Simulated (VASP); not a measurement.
Runs of VASP 6.6.1 on Tl2Cl. The structure is that of space group Fd-3m (No. 227), or close to it. The cells are those of the table. 

```csv
task,cell,k mesh,cutoff (eV),gap on the mesh (eV),pressure (GPa),relaxed volume (Å³/atom)
relaxation of cell and atoms,"relaxed from a = 6.517 Å, angles 60.0°, 6 atoms",8 × 8 × 8,600,none,0.0,33.08
single point,"a = 6.548 Å, angles 60.0°, 6 atoms",8 × 8 × 8,520,none,(a),-
relaxation of cell and atoms,"relaxed from a = 6.213 Å, angles 60.0°, 6 atoms",4 × 4 × 4,600,none,-0.2,33.26
single point,"a = 6.517 Å, angles 60.0°, 6 atoms",4 × 4 × 4,520,none,0.2,-
```

Alike in all rows: level PBE; potentials or basis VASP PAW PBE potentials, release 64 (Tl_d, Cl); no spin polarisation; smearing gaussian 0.1 eV.

**Question.** Estimate the missing entries.

**Answer.** (a) -0.1.

Caveats: spin-orbit coupling is left out, which moves the levels of the heavy elements; the volume moved by over 15 % at a fixed basis, so the end points are rough (at least some runs).

A k mesh can miss the band edges, and the runs leave out spin-orbit coupling on Tl.

A gap of «none» marks levels without a gap at the run's occupations.
